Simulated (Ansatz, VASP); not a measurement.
**ZnBi3: VASP beside Ansatz**

```xyz
8
Lattice="6.9058 0.0000 0.0000 -3.4529 5.9806 0.0000 0.0000 0.0000 5.5580" Properties=species:S:1:pos:R:3 pbc="T T T"
Zn    0.0000    3.9870    1.3895
Zn    3.4529    1.9935    4.1685
Bi    3.4529    3.9265    1.3895
Bi   -1.6740    4.9535    4.1685
Bi    1.7789    1.0270    1.3895
Bi    0.0000    2.0541    4.1685
Bi    5.1269    1.0270    1.3895
Bi    1.6740    4.9535    4.1685
```

Alike in both runs: functional PBE; k mesh 6 × 6 × 8; occupations gaussian, width 0.1 eV; no spin polarisation.

Ansatz relaxed the structure, and its values are those at the end. VASP's run is a single point on that final structure, the one shown.

|  | VASP | Ansatz |
| --- | --- | --- |
| version | VASP 6.6.1 | Ansatz 0.2.0 |
| potentials or method | VASP PAW PBE potentials, release 64 (Zn, Bi_d), cutoff 520 eV | scalar-relativistic, plane waves, PAW |
| valence electrons in the cell | 114 | 114 |

```tsv
	VASP	Ansatz	Ansatz less VASP
gap on the k mesh at the Fermi level (eV)	none	none	-
pressure (GPa)	-0.1	0.0	+0.04
rms of the force components (eV/Å)	0.003	0.004	+0.0006
```

A gap of «none» marks a metal or a gap that the smearing closes.

Spin-orbit coupling is off throughout.
